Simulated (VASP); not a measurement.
Write the native input for VASP 6.6.1 that does the following.

```yaml
Task: single point
Functional: PBE
Potentials_or_basis: VASP PAW PBE potentials, release 64 (Co, Mg)
Cutoff: 520 eV
k_mesh: 7 × 7 × 7
Occupations: fermi-dirac, width 0.05 eV
Spin: collinear spin, ferromagnetic start
Starting_moments: "[2.0, 0.0, 0.0, 0.0] μB"
Dipole_correction: no
Further_INCAR_settings: ALGO = Normal; EDIFF = 1e-07; NBANDS = 20
```

The structure of Mg3Co lies in POSCAR:

```
Mg3Co
1.0
    0.0000000000      3.2323372211      3.2323372211
    3.2323372211      0.0000000000      3.2323372211
    3.2323372211      3.2323372211      0.0000000000
Co Mg
1 3
Direct
    0.0000000000      0.0000000000      0.0000000000
    0.7500000000      0.7500000000      0.7500000000
    0.5000000000      0.5000000000      0.5000000000
    0.2500000000      0.2500000000      0.2500000000
```

One way to write it, as run:

INCAR

```
PREC = Accurate
ENCUT = 520
EDIFF = 1E-7
ISMEAR = -1
SIGMA = 0.05
LREAL = False
LASPH = True
NELM = 150
ALGO = Normal
ISIF = 2
LWAVE = False
LCHARG = False
ISPIN = 2
MAGMOM = 2 0 0 0
LORBIT = 11
LMAXMIX = 4
GGA = PE
NBANDS = 20
```

KPOINTS

```
regular mesh
0
Gamma
  7 7 7
```

Potentials or basis: VASP PAW PBE potentials, release 64 (Co, Mg).

Launch:

```bash
$ cat potpaw_PBE.64/Co/POTCAR potpaw_PBE.64/Mg/POTCAR > POTCAR
$ mpirun -np 1 vasp_std > vasp.out
```

Results of the run:

```
Pressure                                              : 1.5 GPa
Net moment                                            : 0.48 μB per cell
Site moments                                          : Co +0.53; Mg -0.01, -0.00 (each value once) μB
Valence electrons inside the program's atomic spheres : Co 8.03; Mg 0.40
```

Run time: 49 s on 1 thread of Intel(R) Xeon(R) Platinum 8488C (Sapphire Rapids) (shared host), peak memory 0.26 GiB.
